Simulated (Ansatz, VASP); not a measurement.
## Two plane-wave programs on Hf

```
Hf
1.0
     5.56400    0.00000    0.00000
     0.00000    5.56400    0.00000
     0.00000    0.00000    5.56400
Hf
8
Direct
  0.00000 0.00000 0.00000
  0.50000 0.50000 0.50000
  0.25000 0.00000 0.50000
  0.75000 0.00000 0.50000
  0.50000 0.25000 0.00000
  0.50000 0.75000 0.00000
  0.00000 0.50000 0.25000
  0.00000 0.50000 0.75000
```

Alike in both runs: functional PBEsol; k mesh 5 × 5 × 5; occupations fermi-dirac, width 0.1 eV; no spin polarisation.

Ansatz relaxed the structure, and its values are those at the end. VASP's run is a single point on that final structure, the one shown.

```csv
,VASP,Ansatz
version,VASP 6.6.1,Ansatz 0.2.0
potentials or method,"VASP PAW PBE potentials, release 64 (Hf_pv), cutoff 520 eV","plane waves (420 eV) with PAW, scalar-relativistic"
valence electrons in the cell,80,208
```

|  | VASP | Ansatz | Ansatz less VASP |
| --- | --- | --- | --- |
| pressure (GPa) | -0.3 | 0.0 | +0.31 |

VASP's potentials were made for PBE, not for PBEsol, and Ansatz warns of the same on its side. VASP's potentials hold 80 valence electrons a cell and Ansatz's 208, so a difference there can come from the potentials and not from the codes.

Spin-orbit coupling is off throughout.
